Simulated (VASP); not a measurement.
Input of a VASP 6.6.1 run:

File INCAR:

```
SYSTEM = Ti3Sn
PREC = Accurate
ENCUT = 600
EDIFF = 1E-7
ISMEAR = 1
SIGMA = 0.05
LREAL = .FALSE.
LASPH = .TRUE.
NELM = 100
ALGO = Normal
ISIF = 3
LWAVE = .FALSE.
LCHARG = .FALSE.
GGA = PS
IBRION = 2
NSW = 80
EDIFFG = -0.01
```

The input KPOINTS:

```
regular mesh
0
G
  11 11 11
  0 0 0
```

The input POSCAR:

```
Ti3Sn
1.0
    4.1569290000      0.0000000000      0.0000000000
    0.0000000000      4.1569290000      0.0000000000
    0.0000000000      0.0000000000      4.1569290000
Ti Sn
3 1
Direct
    0.5000000000      0.5000000000      0.0000000000
    0.5000000000      0.0000000000      0.5000000000
    0.0000000000      0.5000000000      0.5000000000
    0.0000000000      0.0000000000      0.0000000000
```

Potentials or basis: VASP PAW PBE potentials, release 64 (Ti_sv, Sn_d).

Run with:

```console
$ cat potpaw_PBE.64/Ti_sv/POTCAR potpaw_PBE.64/Sn_d/POTCAR > POTCAR
$ mpirun -np 1 vasp_std > vasp.out
```

(1) Predict the space group after relaxing (to 0.1 Å).

(2) Predict the relaxed cell.

(3) What does it give for the relaxed volume?

Answers

(1) Pm-3m (No. 221).

(2) a = 4.112 Å, b = 4.112 Å, c = 4.112 Å, α = 90.00°, β = 90.00°, γ = 90.00°.

(3) 17.38 Å³/atom.

Caveat: the PAW data sets were made with another functional, which shifts forces and pressure a little.
